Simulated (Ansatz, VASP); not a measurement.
## One calculation of AlCu, two programs

File INCAR:

```
ALGO = Normal
EDIFF = 1E-6
ENCUT = 520
GGA = CA
ISIF = 2
ISMEAR = -1
LASPH = True
LCHARG = False
LREAL = False
LWAVE = False
NBANDS = 14
NELM = 100
PREC = Accurate
SIGMA = 0.08
```

KPOINTS

```
k-points
0
Gamma
  14 14 14
```

File POSCAR:

```
AlCu
1.0
    0.0000000000      2.4641311646      2.4641311646
    2.4641311646      0.0000000000      2.4641311646
    2.4641311646      2.4641311646      0.0000000000
Cu Al
1 1
Direct
    0.0000000000      0.0000000000      0.0000000000
    0.5000000000      0.5000000000      0.5000000000
```

Input for Ansatz:

```yaml
crystal:
  lattice:
    - [0.0, 2.4641311646, 2.4641311646]
    - [2.4641311646, 0.0, 2.4641311646]
    - [2.4641311646, 2.4641311646, 0.0]
  atoms:
    - { symbol: Cu, position: [0.0, 0.0, 0.0] }
    - { symbol: Al, position: [0.5, 0.5, 0.5] }
kpoints:
  mp_grid: { grid: [14, 14, 14] }
  band_path:
    path:
      - [0.0, 0.0, 0.0]
      - [0.5, 0.0, 0.5]
      - [0.625, 0.25, 0.625]
      - [0.375, 0.375, 0.75]
      - [0.0, 0.0, 0.0]
      - [0.5, 0.5, 0.5]
      - [0.5, 0.25, 0.75]
      - [0.5, 0.0, 0.5]
    npoints: 14
scf:
  occupations: { method: fermi_dirac, width: 0.08 }
hamiltonian:
  xc: lda
  pseudopotentials: { kind: all_electron, lapw: { basis_error: 0.001 } }
output:
  forces: true
  stress: true
  eigenvalues: true
  populations: true
  dos: { projected: true, de: 0.2, e_range: [-14, 8] }
```

Alike in both runs: task single point; functional LDA; k mesh 14 × 14 × 14; occupations fermi-dirac, width 0.08 eV; no spin polarisation.

|  | VASP | Ansatz |
| --- | --- | --- |
| version | VASP 6.6.1 | Ansatz 0.2.0 |
| potentials or method | VASP PAW LDA potentials, release 64 (Cu, Al), cutoff 520 eV | all-electron LAPW, scalar-relativistic |

```tsv
	VASP	Ansatz	Ansatz less VASP
pressure (GPa)	0.3	0.0	-0.33
```

LDA's correlation is that of Perdew and Zunger in VASP and of Perdew and Wang (1992) in Ansatz. Ansatz ran all-electron here, and VASP with PAW potentials.
